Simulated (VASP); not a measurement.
# TiSi16 (a cell with a defect) in VASP: notebook, part 2 of 3

VASP 6.6.1. The steps go on from the part before.

## 3. Single point, LDA

Contents of INCAR:

```
SYSTEM = TiSi16
PREC     = Accurate       ! precision mode
ENCUT    = 520            ! plane-wave cutoff, eV
EDIFF    = 1E-7           ! SCF threshold, eV
ISMEAR   = -1             ! smearing method
SIGMA    = 0.02           ! smearing width, eV
LREAL    = Auto         
LASPH    = .True.         ! aspherical terms in the spheres
NELM     = 60             ! most SCF steps
ALGO     = Normal         ! electronic algorithm
ISIF     = 2              ! what is computed and relaxed
LWAVE    = .False.        ! write WAVECAR
LCHARG   = .False.        ! write CHGCAR
NBANDS   = 52             ! bands
```

Contents of KPOINTS:

```
regular mesh
0
Gamma
  2 2 2
  0 0 0
```

Contents of POSCAR:

```
TiSi16
1.0
    0.0000000000      5.4300000000      5.4300000000
    5.4300000000      0.0000000000      5.4300000000
    5.4300000000      5.4300000000      0.0000000000
Si Ti
16 1
Direct
   -0.0079465930      0.0055893186     -0.0333241252
    0.1116298343      0.1458287293      0.1662891344
   -0.0584162063     -0.0830939227      0.5396132597
    0.1057826888      0.0508655617      0.6120441989
   -0.0385911602      0.5048342541     -0.0189779006
    0.0432320442      0.6156261510      0.1346316759
   -0.0605801105      0.4383701657      0.5036924494
    0.1133149171      0.5415101289      0.6376611418
    0.4725782689     -0.0530570902      0.0567955801
    0.6210957643      0.1000460405      0.1452578269
    0.4709484346     -0.0703959484      0.4925322284
    0.5941804788     -0.0307918969      0.7027255985
    0.4286648250      0.4375230203      0.0351841621
    0.5871823204      0.5386924494      0.1380110497
    0.5124033149      0.3381123389      0.5166574586
    0.5672375691      0.5267403315      0.6213075506
    0.2151104972      0.7412799263      0.2233609576
```

Potentials or basis: VASP PAW LDA potentials, release 64 (Si, Ti_sv).

Run with:

```sh
> cat potpaw_LDA.64/Si/POTCAR potpaw_LDA.64/Ti_sv/POTCAR > POTCAR
> mpirun -np 1 vasp_std > vasp.out
```

OUTCAR:

```text
SYSTEM = TiSi16
   PREC = Accurate
   ENCUT = 520
   EDIFF = 1E-7
   ISMEAR = -1
   LREAL = Auto
   LASPH = .True.
   NELM = 60
   ISIF = 2

 ion  position               nearest neighbor table
   1  0.992  0.006  0.967-   4 2.30  10 2.35   6 2.50  17 2.61   2 2.90
   2  0.112  0.146  0.166-   9 2.33   5 2.34   3 2.55  17 2.64   1 2.90   4 3.10
   3  0.942  0.917  0.540-  12 2.22   4 2.35   8 2.37   2 2.55  17 2.73
   4  0.106  0.051  0.612-  11 2.29   1 2.30   3 2.35   7 2.44   2 3.10
   5  0.961  0.505  0.981-   6 2.19   8 2.21   2 2.34  14 2.43
   6  0.043  0.616  0.135-   5 2.19   7 2.34  13 2.44  17 2.44   1 2.50
[... 647 lines left out ...]
  in kB       -5.7012230     -0.5720000    -25.0848858      1.9821343      8.4683776     -7.5073269
  external PRESSURE =     -10.4527029 kB  Pullay stress =       0.0000000 kB

 VOLUME and BASIS-vectors are now :
 -----------------------------------------------------------------------------
  energy-cutoff  :      520.00
  volume of cell :      320.21
      direct lattice vectors                 reciprocal lattice vectors
     0.000000000  5.430000000  5.430000000    -0.092081031  0.092081031  0.092081031
     5.430000000  0.000000000  5.430000000     0.092081031 -0.092081031  0.092081031
     5.430000000  5.430000000  0.000000000     0.092081031  0.092081031 -0.092081031

 POSITION                                       TOTAL-FORCE (eV/Angst)
 -----------------------------------------------------------------------------------
      5.27940     10.63590      5.41720         0.616704      1.122450     -0.244340
      1.69480      1.50910      1.39800        -0.269057      0.053311     -1.059029
      7.90890      8.04290     10.09160        -0.980830      0.439275      1.940659
      3.59960      3.89780      0.85060         0.709621     -1.147165      0.374224
      8.06820     10.54740      7.96170        -0.168821     -0.748740     -1.883342
      4.07390      0.96580      3.57760         0.548669      0.896961      0.887360
[... 9 lines left out ...]
      6.23390      6.45380      5.94030         1.958244      0.881706      1.099803
      5.23800      2.38090      5.19320         1.030098      0.142969     -1.191841
 -----------------------------------------------------------------------------------
    total drift:                                0.001420     -0.000335     -0.002950

  FREE ENERGIE OF THE ION-ELECTRON SYSTEM (eV)
  ---------------------------------------------------
  free  energy   TOTEN  =       -99.0699148354 eV

  energy  without entropy=      -99.0572030586  energy(sigma->0) =      -99.06355895
```

OSZICAR:

```text
N       E                     dE             d eps       ncg     rms          rms(c)
DAV:   1     0.330799878937E+03    0.33080E+03   -0.30747E+04   848   0.126E+03
DAV:   2    -0.641985880247E+02   -0.39500E+03   -0.37583E+03   960   0.245E+02
DAV:   3    -0.100227181787E+03   -0.36029E+02   -0.34997E+02  1216   0.666E+01
DAV:   4    -0.102739682330E+03   -0.25125E+01   -0.24907E+01  1296   0.156E+01
DAV:   5    -0.102814931470E+03   -0.75249E-01   -0.75191E-01  1112   0.238E+00    0.180E+01
DAV:   6    -0.102666663317E+03    0.14827E+00   -0.25053E+01  1204   0.235E+01    0.197E+01
DAV:   7    -0.999472099269E+02    0.27195E+01   -0.41216E+01  1132   0.322E+01    0.956E+00
DAV:   8    -0.992030477419E+02    0.74416E+00   -0.23821E+00  1004   0.620E+00    0.308E+00
DAV:   9    -0.990791960542E+02    0.12385E+00   -0.51371E-01  1280   0.297E+00    0.883E-01
DAV:  10    -0.990711539785E+02    0.80421E-02   -0.42713E-02  1116   0.788E-01    0.530E-01
DAV:  11    -0.990702559943E+02    0.89798E-03   -0.11404E-02  1168   0.469E-01    0.301E-01
DAV:  12    -0.990699138231E+02    0.34217E-03   -0.25830E-03  1060   0.258E-01    0.935E-02
DAV:  13    -0.990699305076E+02   -0.16684E-04   -0.14199E-04   984   0.590E-02    0.424E-02
DAV:  14    -0.990699150268E+02    0.15481E-04   -0.43025E-05  1108   0.337E-02    0.148E-02
DAV:  15    -0.990699148438E+02    0.18304E-06   -0.52252E-06  1144   0.914E-03    0.531E-03
DAV:  16    -0.990699148354E+02    0.84183E-08   -0.33188E-07   856   0.248E-03
   1 F= -.99069915E+02 E0= -.99063559E+02  d E =-.127118E-01
```

stdout:

```text
POSCAR found type information on POSCAR SiTi
 POSCAR found :  2 types and      17 ions
 scaLAPACK will be used
 LDA part: xc-table for (Slater(with rela. corr.)+CA(PZ))
 , standard interpolation
 POSCAR, INCAR and KPOINTS ok, starting setup
 FFT: planning ... GRIDC
 FFT: planning ... GRID_SOFT
 FFT: planning ... GRID
 WAVECAR not read
 entering main loop
```

Run time: 2.6 min. Hardware: 1 thread of Intel Xeon 6975P-C (Granite Rapids), shared host; peak memory 0.38 GiB.

What came out:

```
Free energy            : -99.0699 eV
Pressure               : -1.0 GPa
Largest force          : 2.550 eV/Å
Band gap on the k mesh : zero (bands 38 and 39 overlap by 0.48 eV)
```

Forces in eV/Å, atoms in the order of the input:
```
Si   0.617  1.122 -0.244
Si  -0.269  0.053 -1.059
Si  -0.981  0.439  1.941
Si   0.710 -1.147  0.374
Si  -0.169 -0.749 -1.883
Si   0.549  0.897  0.887
Si   0.001  0.998  0.146
Si  -1.747 -1.042  0.241
Si  -0.049  0.338  0.216
Si  -1.411  0.149 -0.425
Si  -0.274  1.561 -1.275
Si   0.419 -1.293 -0.647
Si  -0.324 -2.408  0.775
Si  -0.180  1.386  1.202
Si   0.121 -1.330 -0.156
Si   1.958  0.882  1.100
Ti   1.030  0.143 -1.192
```

Caveat: the k points lie up to 0.50 Å⁻¹ apart.

[end of part 2 of 3]
